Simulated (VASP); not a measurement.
ZnO:

```xyz
4
Lattice="3.1868 0.0000 0.0000 -1.5934 2.7599 0.0000 0.0000 0.0000 5.2896" Properties=species:S:1:pos:R:3 pbc="T T T"
Zn    0.0000    1.8399    0.0083
Zn    1.5934    0.9200    2.6531
O     0.0000    1.8399    1.9753
O     1.5934    0.9200    4.6201
```

This cell differs from its parent crystal: epitaxial xy strain -1.5%.

Base run:

| Property | Result |
| --- | --- |
| Program | VASP 6.6.1 |
| Functional | r2SCAN |
| Potentials or basis | VASP PAW PBE potentials, release 64 (Zn, O) |
| Cutoff | 520 eV |
| k mesh | 12 × 12 × 6 |
| Occupations | gaussian, width 0.01 eV |
| Spin | no spin polarisation |

Its results: band gap on the k mesh 1.22 eV; pressure 3.3 GPa; largest force 0.004 eV/Å.

**Question.** The run is repeated on the same cell with these changes: functional from r2SCAN to PBE; occupations from gaussian, width 0.01 eV to fermi-dirac, width 0.02 eV. What comes out?

**Answer.** Band gap on the k mesh 0.77 eV; pressure 9.6 GPa; largest force 0.022 eV/Å.

Caveats: the cell stands under pressure; the PAW data sets were made with another functional, which shifts forces and pressure a little (at least some runs).

